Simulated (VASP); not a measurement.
# C (P6_3/mmc) in VASP: a series of runs

C is run at these levels: LDA; tasks: single point.

The COD entry that gives the cell may itself be a prediction, so a difference from it is no test against experiment.

Program: VASP 6.6.1. These are calculated values, not measurements. Logs are shortened: lines on timing, memory, paths and dates and some standing lists are left out, and cuts for length are marked.

### Step 1. The cell of the first run

It takes space group P6_3/mmc (No. 194, hexagonal). Conventional cell: a = 2.608 Å, b = 2.608 Å, c = 12.701 Å, α = 90.00°, β = 90.00°, γ = 120.00°. C (site symmetry 3m) has 4 C at 1.60 Å within 2.1 Å. C (site symmetry 3m) has 4 C at 1.58 to 1.60 Å within 2.1 Å. C (site symmetry 3m) has 4 C at 1.58 to 1.60 Å within 2.1 Å.

### Step 2. Single point, LDA

Contents of INCAR:

```
PREC     = Accurate       # precision mode
ENCUT    = 520            # plane-wave cutoff, eV
EDIFF    = 1E-6           # SCF threshold, eV
ISMEAR   = 0              # smearing method
SIGMA    = 0.05           # smearing width, eV
LREAL    = False          # projectors in reciprocal space
LASPH    = True           # aspherical terms in the spheres
NELM     = 60             # most SCF steps
ALGO     = Normal         # electronic algorithm
ISIF     = 2              # what is computed and relaxed
LWAVE    = False          # write WAVECAR
LCHARG   = True           # write CHGCAR
GGA      = CA             # functional
LELF     = True           # ELF
LVHAR    = True         
NBANDS   = 36             # bands
```

Contents of KPOINTS:

```
regular mesh
0
Gamma
  12 12 2
```

Contents of POSCAR:

```
C
1.0
    2.6084000000      0.0000000000      0.0000000000
   -1.3042000000      2.2589406632      0.0000000000
    0.0000000000      0.0000000000     12.7015000000
C
12
Direct
    0.0000000000      0.0000000000      0.1868599868
    0.0000000000      0.0000000000      0.6868599868
    0.0000000000      0.0000000000      0.3131400132
    0.0000000000      0.0000000000      0.8131400132
    0.3333333333      0.6666666667      0.5207718743
    0.6666666667      0.3333333333      0.0207718743
    0.3333333333      0.6666666667      0.9792281257
    0.6666666667      0.3333333333      0.4792281257
    0.3333333333      0.6666666667      0.6450609412
    0.6666666667      0.3333333333      0.1450609412
    0.3333333333      0.6666666667      0.8549390588
    0.6666666667      0.3333333333      0.3549390588
```

Potentials or basis: VASP PAW LDA potentials, release 64 (C).

On the command line:

```
> cat potpaw_LDA.64/C/POTCAR > POTCAR
> mpirun -np 1 vasp_std > vasp.out
```

OUTCAR:

```text
PREC = Accurate
   ENCUT = 520
   EDIFF = 1E-6
   ISMEAR = 0
   LREAL = False
   LASPH = True
   NELM = 60
   ISIF = 2
   GGA = CA

 ion  position               nearest neighbor table
   1  0.000  0.000  0.187-  10 1.60  10 1.60  10 1.60   3 1.60
   2  0.000  0.000  0.687-   9 1.60   9 1.60   9 1.60   4 1.60
   3  0.000  0.000  0.313-  12 1.60  12 1.60  12 1.60   1 1.60
   4  0.000  0.000  0.813-  11 1.60  11 1.60  11 1.60   2 1.60
   5  0.333  0.667  0.521-   9 1.58   8 1.60   8 1.60   8 1.60
   6  0.667  0.333  0.021-  10 1.58   7 1.60   7 1.60   7 1.60
   7  0.333  0.667  0.979-  11 1.58   6 1.60   6 1.60   6 1.60
   8  0.667  0.333  0.479-  12 1.58   5 1.60   5 1.60   5 1.60
   9  0.333  0.667  0.645-   5 1.58   2 1.60   2 1.60   2 1.60
  10  0.667  0.333  0.145-   6 1.58   1 1.60   1 1.60   1 1.60
  11  0.333  0.667  0.855-   7 1.58   4 1.60   4 1.60   4 1.60
  12  0.667  0.333  0.355-   8 1.58   3 1.60   3 1.60   3 1.60

  LATTYP: Found a hexagonal cell.
 ALAT       =     2.6084000000
 C/A-ratio  =     4.8694602055

  Lattice vectors:

 A1 = (   2.6084000000,   0.0000000000,   0.0000000000)
 A2 = (  -1.3042000000,   2.2589406632,   0.0000000000)
 A3 = (   0.0000000000,   0.0000000000,  12.7015000000)

Analysis of symmetry for initial positions (statically):
=====================================================================
 Subroutine PRICEL returns:
 Original cell was already a primitive cell.

 Routine SETGRP: Setting up the symmetry group for a
 hexagonal supercell.

 Subroutine GETGRP returns: Found 24 space group operations
 (whereof 12 operations were pure point group operations)
 out of a pool of 24 trial point group operations.

The static configuration has the point symmetry D_3d.
 The point group associated with its full space group is D_6h.

Analysis of symmetry for dynamics (positions and initial velocities):
=====================================================================
 Subroutine PRICEL returns:
 Original cell was already a primitive cell.

 Routine SETGRP: Setting up the symmetry group for a
 hexagonal supercell.

 Subroutine GETGRP returns: Found 24 space group operations
 (whereof 12 operations were pure point group operations)
 out of a pool of 24 trial point group operations.

The dynamic configuration has the point symmetry D_3d.
[... 129 lines left out ...]
   TEBEG  =    0.0;   TEEND  =   0.0 temperature during run
   PSTRESS=    0.0 pullay stress
   NELECT =      48.0000    total number of electrons
   NUPDOWN=      -1.0000    fix difference up-down
   EMIN   =  10.00;   EMAX   =-10.00  energy-range for DOS
   EFERMI =   0.00;   METHOD = LEGACY
   ISMEAR =     0;   SIGMA  =   0.05  broadening in eV -4-tet -1-fermi 0-gaus
   EFERMI_NEDOS =   21; number of points for ismear=-14 and -15
   IALGO  =     38    algorithm
   IMIX   =      4    mixing-type and parameters
     AMIX     =   0.40;   BMIX     =  1.00
     AMIX_MAG =   1.60;   BMIX_MAG =  1.00
  volume/ion in A,a.u.               =       6.24        42.09
  Fermi-wavevector in a.u.,A,eV,Ry     =   1.411813  2.667940 27.119357  1.993216
  Thomas-Fermi vector in A             =   2.533626
   LORBIT       =      0    0 simple, 1 ext, 2 COOP (PROOUT), +10 PAW based schemes
   GGA     = CA    functional components
   LHFCALC =     F    Hartree Fock is set to
   AEXX    =    0.0000 exact exchange contribution
   IVDW    =     0    specifies the selected vdW correction
   LEPSILON=     F    determine dielectric tensor
   LRPA    =     F    only Hartree local field effects (RPA)
 non-spin polarized calculation
 Gauss-broadening in eV      SIGMA  =   0.05
  energy-cutoff  :      520.00
  volume of cell :       74.84
 maximum number of plane-waves:      2043
 NGX is ok and might be reduce to    20
   NGX =  9   NGY =  9   NGZ = 47

 number of electron      47.9999997 magnetization

 Free energy of the ion-electron system (eV)
  ---------------------------------------------------
  ext. energy  EPLUGINS =         0.00000000
  ---------------------------------------------------
  free energy    TOTEN  =      -120.08456376 eV

  energy without entropy =     -120.08456376  energy(sigma->0) =     -120.08456376

 E-fermi :   8.6883     XC(G=0): -13.0439

 val. band max:        8.4675880784   @ k =   0.0000   0.0000   0.0000
 cond. band min:      12.5514563390   @ k =   0.4167   0.0000   0.0000
 fundamental gap:      4.0838682605
 Fermi energy:         8.6883491889

 k-point     1 :       0.0000    0.0000    0.0000
  band No.  band energies     occupation
      1     -11.7218      2.00000
      2     -11.0335      2.00000
      3     -10.9589      2.00000
      4      -8.9026      2.00000
      5      -8.8423      2.00000
      6      -6.3002      2.00000
[... 925 lines left out ...]
     35      17.0118      0.00000
     36      17.0118      0.00000

 [... further k-points ...]

------------------------ aborting loop because EDIFF is reached ----------------------------------------

  FORCE on cell =-STRESS in cart. coord.  units (eV):
  Direction    XX          YY          ZZ          XY          YZ          ZX
  --------------------------------------------------------------------------------------
  -------------------------------------------------------------------------------------
  Total      -22.8307439    -22.8307439    -17.3405435      0.0000000      0.0000000     -0.0000000
  in kB     -488.7610815   -488.7610815   -371.2267472      0.0000000      0.0000000     -0.0000000
  external PRESSURE =    -449.5829701 kB  Pullay stress =       0.0000000 kB

 VOLUME and BASIS-vectors are now :
 -----------------------------------------------------------------------------
  energy-cutoff  :      520.00
  volume of cell :       74.84
      direct lattice vectors                 reciprocal lattice vectors
     2.608400000  0.000000000  0.000000000     0.383376783  0.221342689  0.000000000
    -1.304200000  2.258940663  0.000000000     0.000000000  0.442685377  0.000000000
     0.000000000  0.000000000 12.701500000     0.000000000  0.000000000  0.078730859

 POSITION                                       TOTAL-FORCE (eV/Angst)
 -----------------------------------------------------------------------------------
      0.00000      0.00000      2.37340        -0.000000     -0.000000     -0.061354
      0.00000      0.00000      8.72415         0.000000     -0.000000     -0.061354
      0.00000      0.00000      3.97735        -0.000000      0.000000      0.061354
      0.00000      0.00000     10.32810         0.000000      0.000000      0.061354
     -0.00000      1.50596      6.61458        -0.000000     -0.000000      0.004387
      1.30420      0.75298      0.26383         0.000000     -0.000000      0.004387
     -0.00000      1.50596     12.43767        -0.000000      0.000000     -0.004387
      1.30420      0.75298      6.08692        -0.000000      0.000000     -0.004387
     -0.00000      1.50596      8.19324        -0.000000      0.000000     -0.005740
      1.30420      0.75298      1.84249         0.000000     -0.000000     -0.005740
     -0.00000      1.50596     10.85901         0.000000      0.000000      0.005740
      1.30420      0.75298      4.50826        -0.000000     -0.000000      0.005740
 -----------------------------------------------------------------------------------
    total drift:                                0.000000      0.000000      0.000000

  FREE ENERGIE OF THE ION-ELECTRON SYSTEM (eV)
  ---------------------------------------------------
  free  energy   TOTEN  =      -120.0845637613 eV

  energy  without entropy=     -120.0845637613  energy(sigma->0) =     -120.08456376
```

Wall time 2.6 min (1 thread of AMD EPYC 7R13, shared host); peak memory 0.16 GiB.

What came out:

```yaml
Free_energy: -120.0846 eV
Pressure: -45.0 GPa
Largest_force: 0.061 eV/Å
Band_gap_on_the_k_mesh: 4.08 eV, indirect (least direct gap 4.97 eV)
```

Forces in eV/Å, atoms in the order of the input:
```
C    0.000  0.000 -0.061
C    0.000  0.000 -0.061
C    0.000  0.000  0.061
C    0.000  0.000  0.061
C    0.000  0.000  0.004
C    0.000  0.000  0.004
C    0.000  0.000 -0.004
C    0.000  0.000 -0.004
C    0.000  0.000 -0.006
C    0.000  0.000 -0.006
C    0.000  0.000  0.006
C    0.000  0.000  0.006
```

Levels at points of the mesh, in eV from the valence-band top:
```
           k point  band 21  band 22  band 23  band 24  band 25  band 26  band 27  band 28
(0.00, 0.00, 0.00)    -0.93    -0.15     0.00     0.00     4.97     4.97     5.46     6.01
(0.50, 0.00, 0.00)    -3.71    -3.66    -3.29    -2.60     4.18     4.77     4.85     5.39
(0.00, 0.00, 0.50)    -0.31    -0.31    -0.31    -0.31     5.34     5.34     5.34     5.34
(0.50, 0.00, 0.50)    -3.44    -3.44    -2.93    -2.93     4.35     4.35     5.57     5.57
```

### Step 3. Single point, LDA

This run uses another cell than the first one, of 6.31 Å³/atom, 1.011 times its volume.

Contents of INCAR:

```
SYSTEM = C
ALGO     = Normal         ! electronic algorithm
EDIFF    = 1E-6           ! SCF threshold, eV
ENCUT    = 520            ! plane-wave cutoff, eV
GGA      = CA             ! functional
ISIF     = 2              ! what is computed and relaxed
ISMEAR   = 0              ! smearing method
LASPH    = .True.         ! aspherical terms in the spheres
LCHARG   = .False.        ! write CHGCAR
LREAL    = .False.        ! projectors in reciprocal space
LWAVE    = .False.        ! write WAVECAR
NBANDS   = 36             ! bands
NELM     = 80             ! most SCF steps
PREC     = Accurate       ! precision mode
SIGMA    = 0.05           ! smearing width, eV
```

Contents of KPOINTS:

```
k-points
0
Gamma
  12 12 2
  0 0 0
```

Edit POSCAR of step 2 so:

```diff
@@ -2,5 +2,5 @@
 1.0
-    2.6084000000      0.0000000000      0.0000000000
-   -1.3042000000      2.2589406632      0.0000000000
-    0.0000000000      0.0000000000     12.7015000000
+    2.6666000000      0.0000000000      0.0000000000
+   -1.3333000000      2.3093433417      0.0000000000
+    0.0000000000      0.0000000000     12.2917957867
 C
```

Potentials or basis: VASP PAW LDA potentials, release 64 (C).

On the command line:

```
> cat potpaw_LDA.64/C/POTCAR > POTCAR
> mpirun -np 1 vasp_std > vasp.out
```

It took 2 min on 1 thread of AMD EPYC 7R13, shared host; peak memory 0.16 GiB.

It converged, with:

```
Free energy            : -119.1968 eV
Pressure               : -45.9 GPa
Largest force          : 0.131 eV/Å
Band gap on the k mesh : 3.43 eV, indirect (least direct gap 4.34 eV)
```

Forces on the atoms (eV/Å):
```
C    0.000  0.000 -0.131
C    0.000  0.000 -0.131
C    0.000  0.000  0.131
C    0.000  0.000  0.131
C    0.000  0.000 -0.085
C    0.000  0.000 -0.085
C    0.000  0.000  0.085
C    0.000  0.000  0.085
C    0.000  0.000 -0.057
C    0.000  0.000 -0.057
C    0.000  0.000  0.057
C    0.000  0.000  0.057
```

Stress tensor (GPa, compression positive):
```
-67.05   0.00   0.00
  0.00 -67.05   0.00
  0.00   0.00  -3.60
```

Levels at points of the mesh, in eV from the valence-band top:
```csv
k point,band 20,band 21,band 22,band 23,band 24,band 25,band 26,band 27,band 28,band 29
"(0.00, 0.00, 0.00)",-1.17,-1.17,-0.35,0.00,0.00,4.34,4.34,5.57,5.57,5.64
"(0.50, 0.00, 0.00)",-3.95,-3.72,-3.66,-3.29,-2.36,3.43,4.08,4.25,5.98,6.03
"(0.00, 0.00, 0.50)",-1.15,-0.40,-0.40,-0.40,-0.40,4.80,4.80,4.80,4.80,5.67
"(0.50, 0.00, 0.50)",-4.69,-3.36,-3.36,-2.77,-2.77,3.62,3.62,5.04,5.04,6.21
```

A k mesh can miss the band edges.

### Step 4. Single point, LDA

This run uses another cell than the first one, of 6.34 Å³/atom, 1.016 times its volume.

Contents of INCAR:

```
  ALGO = Normal
  EDIFF = 1E-6
  ENCUT = 520
  GGA = CA
  ISIF = 2
  ISMEAR = 0
  LASPH = True
  LCHARG = True
  LELF = True
  LREAL = False
  LVHAR = True
  LWAVE = False
  NBANDS = 36
  NELM = 60
  PREC = Accurate
  SIGMA = 0.05
```

Contents of KPOINTS:

```
k-points
0
Gamma
  12 12 2
```

Edit POSCAR of step 3 so:

```diff
@@ -2,5 +2,5 @@
 1.0
-    2.6666000000      0.0000000000      0.0000000000
-   -1.3333000000      2.3093433417      0.0000000000
-    0.0000000000      0.0000000000     12.2917957867
+    2.6084000000      0.0000000000      0.0000000000
+   -1.3042000000      2.2589406632      0.0000000000
+    0.0000000000      0.0000000000     12.9064000000
 C
```

On the command line:

```
> cat potpaw_LDA.64/C/POTCAR > POTCAR
> mpirun -np 1 vasp_std > vasp.out
```

Wall time 2.5 min (1 thread of AMD EPYC 7R13, shared host); peak memory 0.16 GiB.

The run converged. Its results:

| Item | Value |
| --- | --- |
| Free energy | -119.7513 eV |
| Pressure | -49.5 GPa |
| Largest force | 0.108 eV/Å |
| Band gap on the k mesh | 4.12 eV, indirect (least direct gap 5.09 eV) |

Forces in eV/Å, atoms in the order of the input:
```
C    0.000  0.000 -0.108
C    0.000  0.000 -0.108
C    0.000  0.000  0.108
C    0.000  0.000  0.108
C    0.000  0.000 -0.024
C    0.000  0.000 -0.024
C    0.000  0.000  0.024
C    0.000  0.000  0.024
C    0.000  0.000  0.057
C    0.000  0.000  0.057
C    0.000  0.000 -0.057
C    0.000  0.000 -0.057
```

Stress tensor (GPa, compression positive):
```
-48.52   0.00   0.00
  0.00 -48.52   0.00
  0.00   0.00 -51.52
```

Levels at points of the mesh, in eV from the valence-band top:
```csv
k point,band 20,band 21,band 22,band 23,band 24,band 25,band 26,band 27,band 28,band 29
"(0.00, 0.00, 0.00)",-0.86,-0.86,-0.13,0.00,0.00,5.09,5.10,5.10,6.07,6.07
"(0.50, 0.00, 0.00)",-3.99,-3.64,-3.60,-3.24,-2.62,4.34,4.90,4.97,5.16,6.11
"(0.00, 0.00, 0.50)",-1.26,-0.28,-0.28,-0.28,-0.28,5.44,5.44,5.44,5.44,5.71
"(0.50, 0.00, 0.50)",-4.42,-3.41,-3.41,-2.92,-2.92,4.50,4.50,5.34,5.34,5.65
```

A k mesh can miss the band edges. A hybrid or GW would open this gap; LDA tends to underestimate it.

### Step 5. Overview

| cell | gap on the mesh (eV) | pressure (GPa) | largest force (eV/Å) |
| --- | --- | --- | --- |
| a = 2.608, b = 2.608, c = 12.701 Å, angles 90.0, 90.0, 120.0°, 12 atoms | 4.08 | -45.0 | 0.06 |
| a = 2.667, b = 2.667, c = 12.292 Å, angles 90.0, 90.0, 120.0°, 12 atoms | 3.43 | -45.9 | 0.13 |
| a = 2.608, b = 2.608, c = 12.906 Å, angles 90.0, 90.0, 120.0°, 12 atoms | 4.12 | -49.5 | 0.11 |

Alike in all rows: task single point; level LDA; potentials or basis VASP PAW LDA potentials, release 64 (C); no spin polarisation; k mesh 12 × 12 × 2; cutoff (eV) 520; smearing gaussian 0.05 eV.

Absolute energies hang on the potentials; compare differences alone.
